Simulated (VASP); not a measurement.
# Y2SbN (P4/mmm) in VASP: notebook

Runs on Y2SbN. Level: PBEsol. Tasks: single point, relaxation of cell and atoms.

All numbers are computed with VASP 6.6.1; they aren't measurements. Logs are shortened: lines on timing, memory, paths and dates and some standing lists are left out, and cuts for length are marked.

## (1) The cell of the first run

The structure is tetragonal, space group P4/mmm (No. 123). Conventional cell: a = 3.965 Å, b = 3.965 Å, c = 5.670 Å, α = 90.00°, β = 90.00°, γ = 90.00°. Within 3.7 Å of Y (site symmetry 4/mmm) lie 4 N at 2.80 Å and 2 Sb at 2.83 Å. Y (site symmetry 4/mmm) has 4 Sb at 2.80 Å and 2 N at 2.83 Å within 3.7 Å. Sb (site symmetry 4/mmm) has 6 Y at 2.80 to 2.83 Å within 3.7 Å. Within 3.7 Å of N (site symmetry 4/mmm) lie 6 Y at 2.80 to 2.83 Å.

## (2) Single point, PBEsol

Input file INCAR:

```
PREC = Accurate
ENCUT = 520
EDIFF = 1E-6
ISMEAR = -1
SIGMA = 0.15
LREAL = False
LASPH = True
NELM = 80
ALGO = Normal
ISIF = 2
LWAVE = False
LCHARG = False
GGA = PS
NBANDS = 24
```

Input file KPOINTS:

```
regular mesh
0
Gamma
  10 10 8
```

Input file POSCAR:

```
Y2SbN
1.0
    3.9645715478      0.0000000000      0.0000000000
    0.0000000000      3.9645715478      0.0000000000
    0.0000000000      0.0000000000      5.6695837911
Y Sb N
2 1 1
Direct
    0.0000000000      0.0000000000      0.0000000000
    0.5000000000      0.5000000000      0.5000000000
    0.0000000000      0.0000000000      0.5000000000
    0.5000000000      0.5000000000      0.0000000000
```

Potentials or basis: VASP PAW PBE potentials, release 64 (Y_sv, Sb, N).

Started as:

```bash
$ cat potpaw_PBE.64/Y_sv/POTCAR potpaw_PBE.64/Sb/POTCAR potpaw_PBE.64/N/POTCAR > POTCAR
$ mpirun -np 1 vasp_std > vasp.out
```

OUTCAR:

```text
PREC = Accurate
   ENCUT = 520
   EDIFF = 1E-6
   ISMEAR = -1
   LREAL = False
   LASPH = True
   NELM = 80
   ISIF = 2
   GGA = PS

 ion  position               nearest neighbor table
   1  0.000  0.000  0.000-   4 2.80   4 2.80   4 2.80   4 2.80   3 2.83   3 2.83   2 3.99   2 3.99
                             2 3.99   2 3.99   2 3.99   2 3.99   2 3.99   2 3.99
   2  0.500  0.500  0.500-   3 2.80   3 2.80   3 2.80   3 2.80   4 2.83   4 2.83   1 3.99   1 3.99
                             1 3.99   1 3.99   1 3.99   1 3.99   1 3.99   1 3.99
   3  0.000  0.000  0.500-   2 2.80   2 2.80   2 2.80   2 2.80   1 2.83   1 2.83
   4  0.500  0.500  0.000-   1 2.80   1 2.80   1 2.80   1 2.80   2 2.83   2 2.83

  LATTYP: Found a simple tetragonal cell.
 ALAT       =     3.9645715478
 C/A-ratio  =     1.4300621701

  Lattice vectors:

 A1 = (   3.9645715478,   0.0000000000,   0.0000000000)
 A2 = (   0.0000000000,   3.9645715478,   0.0000000000)
 A3 = (   0.0000000000,   0.0000000000,   5.6695837911)

Analysis of symmetry for initial positions (statically):
=====================================================================
 Subroutine PRICEL returns:
 Original cell was already a primitive cell.

 Routine SETGRP: Setting up the symmetry group for a
 simple tetragonal supercell.

 Subroutine GETGRP returns: Found 16 space group operations
 (whereof 16 operations were pure point group operations)
 out of a pool of 16 trial point group operations.

The static configuration has the point symmetry D_4h.

Analysis of symmetry for dynamics (positions and initial velocities):
=====================================================================
 Subroutine PRICEL returns:
 Original cell was already a primitive cell.

 Routine SETGRP: Setting up the symmetry group for a
 simple tetragonal supercell.

 Subroutine GETGRP returns: Found 16 space group operations
 (whereof 16 operations were pure point group operations)
 out of a pool of 16 trial point group operations.

The dynamic configuration has the point symmetry D_4h.

 Subroutine INISYM returns: Found 16 space group operations
 (whereof 16 operations are pure point group operations),
 and found     1 'primitive' translations

----------------------------------------------------------------------------------------

                                     Primitive cell

  volume of cell :      89.1135

[... 91 lines left out ...]
   NELM   =     80;   NELMIN=  2; NELMDL= -5     # of ELM steps
   EDIFF  = 0.1E-05   stopping-criterion for ELM
   LREAL  =      F    real-space projection
   EDIFFG = 0.1E-04   stopping-criterion for IOM
   NSW    =      0    number of steps for IOM
   IBRION =     -1    ionic relax: 0-MD 1-quasi-New 2-CG
   NFREE  =      0    steps in history (QN), initial steepest desc. (CG)
   ISIF   =      2    stress and relaxation
   ISYM   =      2    0-nonsym 1-usesym 2-fastsym
   POTIM  = 0.5000    time-step for ionic-motion
   TEBEG  =    0.0;   TEEND  =   0.0 temperature during run
   PSTRESS=    0.0 pullay stress
   NELECT =      32.0000    total number of electrons
   NUPDOWN=      -1.0000    fix difference up-down
   EMIN   =  10.00;   EMAX   =-10.00  energy-range for DOS
   EFERMI =   0.00;   METHOD = LEGACY
   ISMEAR =    -1;   SIGMA  =   0.15  broadening in eV -4-tet -1-fermi 0-gaus
   EFERMI_NEDOS =   21; number of points for ismear=-14 and -15
   IALGO  =     38    algorithm
   IMIX   =      4    mixing-type and parameters
     AMIX     =   0.40;   BMIX     =  1.00
     AMIX_MAG =   1.60;   BMIX_MAG =  1.00
  volume/ion in A,a.u.               =      22.28       150.34
  Fermi-wavevector in a.u.,A,eV,Ry     =   1.163618  2.198918 18.422367  1.354006
  Thomas-Fermi vector in A             =   2.300165
   LORBIT       =      0    0 simple, 1 ext, 2 COOP (PROOUT), +10 PAW based schemes
   GGA     = PS    functional components
   LHFCALC =     F    Hartree Fock is set to
   AEXX    =    0.0000 exact exchange contribution
   IVDW    =     0    specifies the selected vdW correction
   LEPSILON=     F    determine dielectric tensor
   LRPA    =     F    only Hartree local field effects (RPA)
 non-spin polarized calculation
  energy-cutoff  :      520.00
  volume of cell :       89.11
 maximum number of plane-waves:      2429
 NGX is ok and might be reduce to    30
   NGX = 15   NGY = 15   NGZ = 21

 number of electron      32.0000002 magnetization

 Free energy of the ion-electron system (eV)
  ---------------------------------------------------
  ext. energy  EPLUGINS =         0.00000000
  ---------------------------------------------------
  free energy    TOTEN  =       -29.69427380 eV

  energy without entropy =      -29.65574312  energy(sigma->0) =      -29.67500846

 E-fermi :   4.7354     XC(G=0): -10.3225

 val. band max:        4.7177756998   @ k =   0.1000   0.0000   0.1250
 cond. band min:       4.7477827444   @ k =   0.1000   0.0000   0.0000
 fundamental gap:      0.0300070446
 Fermi energy:         4.7354300051

 k-point     1 :       0.0000    0.0000    0.0000
  band No.  band energies     occupation
      1     -37.7208      2.00000
      2     -37.3064      2.00000
      3     -17.9405      2.00000
      4     -17.5968      2.00000
      5     -17.5968      2.00000
      6     -17.4442      2.00000
[... 637 lines left out ...]
     23       8.9066      0.00000
     24       9.3377      0.00000

 [... further k-points ...]

------------------------ aborting loop because EDIFF is reached ----------------------------------------

  FORCE on cell =-STRESS in cart. coord.  units (eV):
  Direction    XX          YY          ZZ          XY          YZ          ZX
  --------------------------------------------------------------------------------------
  -------------------------------------------------------------------------------------
  Total       -0.0249634     -0.0249634      0.0323292      0.0000000     -0.0000000      0.0000000
  in kB       -0.4488190     -0.4488190      0.5812481      0.0000000     -0.0000000      0.0000000
  external PRESSURE =      -0.1054633 kB  Pullay stress =       0.0000000 kB

 VOLUME and BASIS-vectors are now :
 -----------------------------------------------------------------------------
  energy-cutoff  :      520.00
  volume of cell :       89.11
      direct lattice vectors                 reciprocal lattice vectors
     3.964571548  0.000000000  0.000000000     0.252234066  0.000000000  0.000000000
     0.000000000  3.964571548  0.000000000     0.000000000  0.252234066  0.000000000
     0.000000000  0.000000000  5.669583791     0.000000000  0.000000000  0.176379790

 POSITION                                       TOTAL-FORCE (eV/Angst)
 -----------------------------------------------------------------------------------
      0.00000      0.00000      0.00000         0.000000      0.000000      0.000000
      1.98229      1.98229      2.83479         0.000000      0.000000      0.000000
      0.00000      0.00000      2.83479         0.000000      0.000000      0.000000
      1.98229      1.98229      0.00000         0.000000      0.000000      0.000000
 -----------------------------------------------------------------------------------
    total drift:                                0.000000      0.000000     -0.000000

  FREE ENERGIE OF THE ION-ELECTRON SYSTEM (eV)
  ---------------------------------------------------
  free  energy   TOTEN  =       -29.6942737985 eV

  energy  without entropy=      -29.6557431224  energy(sigma->0) =      -29.67500846
```

stdout:

```text
POSCAR found type information on POSCAR Y SbN
 POSCAR found :  3 types and       4 ions
 scaLAPACK will be used
 -----------------------------------------------------------------------------
|                                                                             |
|                                                                             |
|     You enforced a specific xc type in the INCAR file but a different       |
|     I HOPE YOU KNOW WHAT YOU ARE DOING!                                     |
|                                                                             |
 -----------------------------------------------------------------------------

 LDA part: xc-table for (Slater+PW92), standard interpolation
 POSCAR, INCAR and KPOINTS ok, starting setup
 FFT: planning ... GRIDC
 FFT: planning ... GRID_SOFT
 FFT: planning ... GRID
 WAVECAR not read
 entering main loop
```

It took 6 min on 1 thread of Intel Xeon 8259CL, shared host; peak memory 0.34 GiB.

What came out:

```yaml
Free_energy: -29.6943 eV
Pressure: 0.0 GPa
Band_gap_on_the_k_mesh: zero (bands 16 and 17 overlap by 1.13 eV)
```

Caveat: the PAW data sets were made with another functional, which shifts forces and pressure a little; spin-orbit coupling is left out, which moves the levels of the heavy elements.

## (3) Single point, PBEsol

Input file INCAR:

```
SYSTEM = Y2SbN
PREC = Accurate ; ENCUT = 520
EDIFF = 1E-6 ; ISMEAR = -1
SIGMA = 0.15 ; LREAL = .FALSE.
LASPH = .TRUE. ; NELM = 60
ALGO = Normal ; ISIF = 2
LWAVE = .FALSE. ; LCHARG = .TRUE.
GGA = PS ; LELF = .TRUE.
LVHAR = .TRUE. ; NBANDS = 24
```

Input file KPOINTS:

```
regular mesh
0
G
  10 10 8
  0 0 0
```

POSCAR is that of step 2.

Potentials or basis: VASP PAW PBE potentials, release 64 (Y_sv, Sb, N).

Started as:

```bash
$ cat potpaw_PBE.64/Y_sv/POTCAR potpaw_PBE.64/Sb/POTCAR potpaw_PBE.64/N/POTCAR > POTCAR
$ mpirun -np 1 vasp_std > vasp.out
```

OUTCAR:

```text
SYSTEM = Y2SbN
   PREC = Accurate
   ENCUT = 520
   EDIFF = 1E-6
   ISMEAR = -1
   LREAL = .FALSE.
   LASPH = .TRUE.
   NELM = 60
   ISIF = 2
   GGA = PS

 ion  position               nearest neighbor table
   1  0.000  0.000  0.000-   4 2.80   4 2.80   4 2.80   4 2.80   3 2.83   3 2.83   2 3.99   2 3.99
                             2 3.99   2 3.99   2 3.99   2 3.99   2 3.99   2 3.99
   2  0.500  0.500  0.500-   3 2.80   3 2.80   3 2.80   3 2.80   4 2.83   4 2.83   1 3.99   1 3.99
                             1 3.99   1 3.99   1 3.99   1 3.99   1 3.99   1 3.99
[... 852 lines left out ...]
  --------------------------------------------------------------------------------------
  -------------------------------------------------------------------------------------
  Total       -0.0249634     -0.0249634      0.0323292      0.0000000     -0.0000000      0.0000000
  in kB       -0.4488190     -0.4488190      0.5812481      0.0000000     -0.0000000      0.0000000
  external PRESSURE =      -0.1054633 kB  Pullay stress =       0.0000000 kB

 VOLUME and BASIS-vectors are now :
 -----------------------------------------------------------------------------
  energy-cutoff  :      520.00
  volume of cell :       89.11
      direct lattice vectors                 reciprocal lattice vectors
     3.964571548  0.000000000  0.000000000     0.252234066  0.000000000  0.000000000
     0.000000000  3.964571548  0.000000000     0.000000000  0.252234066  0.000000000
     0.000000000  0.000000000  5.669583791     0.000000000  0.000000000  0.176379790

 POSITION                                       TOTAL-FORCE (eV/Angst)
 -----------------------------------------------------------------------------------
      0.00000      0.00000      0.00000         0.000000      0.000000      0.000000
      1.98229      1.98229      2.83479         0.000000      0.000000      0.000000
      0.00000      0.00000      2.83479         0.000000      0.000000      0.000000
      1.98229      1.98229      0.00000         0.000000      0.000000      0.000000
 -----------------------------------------------------------------------------------
    total drift:                                0.000000      0.000000     -0.000000

  FREE ENERGIE OF THE ION-ELECTRON SYSTEM (eV)
  ---------------------------------------------------
  free  energy   TOTEN  =       -29.6942737985 eV

  energy  without entropy=      -29.6557431224  energy(sigma->0) =      -29.67500846
```

OSZICAR:

```text
N       E                     dE             d eps       ncg     rms          rms(c)
DAV:   1     0.156962985868E+03    0.15696E+03   -0.15052E+04  5040   0.126E+03
DAV:   2    -0.198017984610E+02   -0.17676E+03   -0.16541E+03  6272   0.281E+02
DAV:   3    -0.330104770886E+02   -0.13209E+02   -0.12999E+02  8384   0.594E+01
DAV:   4    -0.337181426743E+02   -0.70767E+00   -0.70675E+00  6872   0.119E+01
DAV:   5    -0.337339963314E+02   -0.15854E-01   -0.15852E-01  7520   0.181E+00    0.410E+01
DAV:   6    -0.309075423746E+02    0.28265E+01   -0.22695E+01  6664   0.201E+01    0.317E+01
DAV:   7    -0.300161236520E+02    0.89142E+00   -0.64778E+00  6968   0.100E+01    0.198E+01
DAV:   8    -0.297489126958E+02    0.26721E+00   -0.25503E+00  7000   0.726E+00    0.308E+00
DAV:   9    -0.296937319744E+02    0.55181E-01   -0.33803E-01  6136   0.295E+00    0.172E+00
DAV:  10    -0.296949908762E+02   -0.12589E-02   -0.27421E-02  6656   0.932E-01    0.728E-01
DAV:  11    -0.296943946235E+02    0.59625E-03   -0.65146E-03  6264   0.382E-01    0.574E-01
DAV:  12    -0.296942745169E+02    0.12011E-03   -0.84732E-04  6864   0.166E-01    0.144E-01
DAV:  13    -0.296942745267E+02   -0.98635E-08   -0.83479E-05  7544   0.520E-02    0.328E-02
DAV:  14    -0.296942729576E+02    0.15691E-05   -0.10754E-05  6760   0.197E-02    0.197E-02
DAV:  15    -0.296942737985E+02   -0.84089E-06   -0.85772E-07  4496   0.738E-03
   1 F= -.29694274E+02 E0= -.29675008E+02  d E =-.385307E-01
```

Wall time 6.7 min (1 thread of Intel Xeon 8259CL, shared host); peak memory 0.34 GiB.

Results:

```yaml
Free_energy: -29.6943 eV
Pressure: 0.0 GPa
Band_gap_on_the_k_mesh: zero (bands 16 and 17 overlap by 1.13 eV)
```

Levels at points of the mesh, in eV from the Fermi level:
| k point | band 14 | band 15 | band 16 | band 17 | band 18 | band 19 |
| --- | --- | --- | --- | --- | --- | --- |
| (0.00, 0.00, 0.00) | -0.61 | 0.23 | 0.67 | 0.67 | 1.57 | 1.57 |
| (0.50, 0.00, 0.00) | -2.07 | -1.64 | -1.44 | 2.39 | 2.81 | 3.10 |
| (0.50, 0.50, 0.00) | -0.62 | -0.62 | -0.46 | -0.46 | -0.42 | 3.15 |
| (0.00, 0.00, 0.50) | -0.65 | -0.36 | -0.22 | -0.22 | 1.11 | 2.55 |
| (0.50, 0.00, 0.50) | -1.87 | -1.70 | -1.57 | 3.06 | 3.37 | 3.64 |
| (0.50, 0.50, 0.50) | -1.80 | -1.80 | -1.64 | 2.02 | 2.02 | 3.20 |

Caveat: the PAW data sets were made with another functional, which shifts forces and pressure a little; spin-orbit coupling is left out, which moves the levels of the heavy elements.

## (4) Relaxation of cell and atoms, PBEsol

Input file INCAR:

```
PREC = Accurate
ENCUT = 600
EDIFF = 1E-7
ISMEAR = -1
SIGMA = 0.15
LREAL = False
LASPH = True
NELM = 60
ALGO = Normal
ISIF = 3
LWAVE = False
LCHARG = False
GGA = PS
IBRION = 2
NSW = 80
EDIFFG = -0.001
```

Input file KPOINTS:

```
Automatic mesh
0
Gamma
  10 10 8
```

Input file POSCAR:

```
Y2SbN
1.0
    3.9648538958      0.0000000000      0.0000000000
    0.0000000000      3.9648538958      0.0000000000
    0.0000000000      0.0000000000      5.6687242035
Y Sb N
2 1 1
Direct
    0.0000000000      0.0000000000      0.0000000000
    0.5000000000      0.5000000000      0.5000000000
    0.0000000000      0.0000000000      0.5000000000
    0.5000000000      0.5000000000      0.0000000000
```

Potentials or basis: VASP PAW PBE potentials, release 64 (Y_sv, Sb, N).

Started as:

```bash
$ cat potpaw_PBE.64/Y_sv/POTCAR potpaw_PBE.64/Sb/POTCAR potpaw_PBE.64/N/POTCAR > POTCAR
$ mpirun -np 1 vasp_std > vasp.out
```

OUTCAR:

```text
PREC = Accurate
   ENCUT = 600
   EDIFF = 1E-7
   ISMEAR = -1
   LREAL = False
   LASPH = True
   NELM = 60
   ISIF = 3
   GGA = PS
   IBRION = 2
   NSW = 80
   EDIFFG = -0.001

 ion  position               nearest neighbor table
   1  0.000  0.000  0.000-   4 2.80   4 2.80   4 2.80   4 2.80   3 2.83   3 2.83   2 3.99   2 3.99
                             2 3.99   2 3.99   2 3.99   2 3.99   2 3.99   2 3.99
   2  0.500  0.500  0.500-   3 2.80   3 2.80   3 2.80   3 2.80   4 2.83   4 2.83   1 3.99   1 3.99
                             1 3.99   1 3.99   1 3.99   1 3.99   1 3.99   1 3.99
   3  0.000  0.000  0.500-   2 2.80   2 2.80   2 2.80   2 2.80   1 2.83   1 2.83
   4  0.500  0.500  0.000-   1 2.80   1 2.80   1 2.80   1 2.80   2 2.83   2 2.83

  LATTYP: Found a simple tetragonal cell.
 ALAT       =     3.9648538958
 C/A-ratio  =     1.4297435296

  Lattice vectors:

 A1 = (   3.9648538958,   0.0000000000,   0.0000000000)
 A2 = (   0.0000000000,   3.9648538958,   0.0000000000)
[... 416 lines left out ...]

  energy without entropy =      -29.65775233  energy(sigma->0) =      -29.67699772

 E-fermi :   4.7386     XC(G=0): -10.3244

 val. band max:        4.7225919461   @ k =   0.1000   0.0000   0.1250
 cond. band min:       4.7496226388   @ k =   0.1000   0.0000   0.0000
 fundamental gap:      0.0270306927
 Fermi energy:         4.7386183434

 k-point     1 :       0.0000    0.0000    0.0000
  band No.  band energies     occupation
      1     -37.7162      2.00000
      2     -37.3013      2.00000
      3     -17.9359      2.00000
      4     -17.5919      2.00000
      5     -17.5919      2.00000
      6     -17.4395      2.00000
[... 541 lines left out ...]
     19       6.7087      0.00000
     20       7.1611      0.00000

 [... further k-points ...]

------------------------ aborting loop because EDIFF is reached ----------------------------------------

  FORCE on cell =-STRESS in cart. coord.  units (eV):
  Direction    XX          YY          ZZ          XY          YZ          ZX
  --------------------------------------------------------------------------------------
  -------------------------------------------------------------------------------------
  Total       -0.0039737     -0.0039737     -0.0028961      0.0000000     -0.0000000     -0.0000000
  in kB       -0.0714731     -0.0714731     -0.0520909      0.0000000     -0.0000000     -0.0000000
  external PRESSURE =      -0.0650123 kB  Pullay stress =       0.0000000 kB
[... 19 lines left out ...]
  FREE ENERGIE OF THE ION-ELECTRON SYSTEM (eV)
  ---------------------------------------------------
  free  energy   TOTEN  =       -29.6962431134 eV

  energy  without entropy=      -29.6577523319  energy(sigma->0) =      -29.67699772

 reached required accuracy - stopping structural energy minimisation
```

CONTCAR:

```text
Y2SbN
   1.00000000000000
     3.9631314835913662    0.0000000000000000   -0.0000000000000000
    -0.0000000000000000    3.9631314835913662   -0.0000000000000000
    -0.0000000000000000   -0.0000000000000000    5.6712935699763518
  Y               Sb              N
     2     1     1
Direct
     0.0000000000000000    0.0000000000000000    1.0000000000000000
     0.5000000000000000    0.5000000000000000    0.5000000000000000
     0.0000000000000000    0.0000000000000000    0.5000000000000000
     0.5000000000000000    0.5000000000000000    0.0000000000000000

  0.00000000E+00  0.00000000E+00  0.00000000E+00
  0.00000000E+00  0.00000000E+00  0.00000000E+00
  0.00000000E+00  0.00000000E+00  0.00000000E+00
  0.00000000E+00  0.00000000E+00  0.00000000E+00
```

Wall time 20 min (1 thread of Intel Xeon 8259CL, shared host); peak memory 0.4 GiB.

What came out:

- Free energy: -29.6962 eV
- Relaxed volume: 22.27 Å³/atom
- Relaxed cell: a = 3.963 Å, b = 3.963 Å, c = 5.671 Å, α = 90.00°, β = 90.00°, γ = 90.00°
- Space group after relaxing (to 0.1 Å): P4/mmm (No. 123)
- Energy gained by relaxing: 0.0 meV/atom
- Ionic steps: 7
- Pressure after relaxing: 0.0 GPa
- Band gap on the k mesh: zero (bands 16 and 17 overlap by 1.14 eV)

Final structure:
```cif
data_structure
_symmetry_space_group_name_H-M 'P 1'
_symmetry_Int_Tables_number 1
_cell_length_a 3.9631
_cell_length_b 3.9631
_cell_length_c 5.6713
_cell_angle_alpha 90.000
_cell_angle_beta 90.000
_cell_angle_gamma 90.000
_cell_volume 89.08
loop_
_atom_site_label
_atom_site_type_symbol
_atom_site_fract_x
_atom_site_fract_y
_atom_site_fract_z
_atom_site_occupancy
Y1 Y 0.00000 0.00000 0.00000 1
Y2 Y 0.50000 0.50000 0.50000 1
Sb1 Sb 0.00000 0.00000 0.50000 1
N1 N 0.50000 0.50000 0.00000 1
```

Caveat: the PAW data sets were made with another functional, which shifts forces and pressure a little; spin-orbit coupling is left out, which moves the levels of the heavy elements.

The gap in the log of VASP goes by the Fermi energy; the results here count the filled bands.